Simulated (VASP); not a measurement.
Write the native input for VASP 6.6.1 that does the following.

```
Task                   : single point
Functional             : PBEsol
Potentials or basis    : VASP PAW PBE potentials, release 64 (Ir, K_sv)
Cutoff                 : 520 eV
k mesh                 : 8 × 8 × 8
Occupations            : fermi-dirac, width 0.05 eV
Spin                   : no spin polarisation
Dipole correction      : no
Further INCAR settings : ALGO = Normal; EDIFF = 1e-07; NBANDS = 20
```

The structure of K2Ir (fluorite type) lies in POSCAR:

```
K2Ir
1.0
    0.0000000000      3.6607602214      3.6607602214
    3.6607602214      0.0000000000      3.6607602214
    3.6607602214      3.6607602214      0.0000000000
Ir K
1 2
Direct
    0.0000000000      0.0000000000      0.0000000000
    0.2500000000      0.2500000000      0.2500000000
    0.7500000000      0.7500000000      0.7500000000
```

One way to write it, as run:

INCAR

```
SYSTEM = K2Ir
PREC     = Accurate       ! precision mode
ENCUT    = 520            ! plane-wave cutoff, eV
EDIFF    = 1E-7           ! SCF threshold, eV
ISMEAR   = -1             ! smearing method
SIGMA    = 0.05           ! smearing width, eV
LREAL    = .False.        ! projectors in reciprocal space
LASPH    = .True.         ! aspherical terms in the spheres
NELM     = 80             ! most SCF steps
ALGO     = Normal         ! electronic algorithm
ISIF     = 2              ! what is computed and relaxed
LWAVE    = .False.        ! write WAVECAR
LCHARG   = .True.         ! write CHGCAR
GGA      = PS             ! functional
LELF     = .True.         ! ELF
LVHAR    = .True.       
NBANDS   = 20             ! bands
```

KPOINTS

```
Automatic mesh
0
Gamma
  8 8 8
  0 0 0
```

Potentials or basis: VASP PAW PBE potentials, release 64 (Ir, K_sv).

Command:

```sh
$ cat potpaw_PBE.64/Ir/POTCAR potpaw_PBE.64/K_sv/POTCAR > POTCAR
$ mpirun -np 1 vasp_std > vasp.out
```

Results of the run:

* Pressure: 2.0 GPa
* Band gap on the k mesh: zero (an odd number of electrons rules out a gap without spin polarisation)

Caveat: the PAW data sets were made with another functional, which shifts forces and pressure a little; spin-orbit coupling is left out, which moves the levels of the heavy elements.

Wall time 42 s on 1 thread of AMD EPYC 9R45 96-Core Processor (Zen 5), with other jobs on the host, peak memory 0.23 GiB.
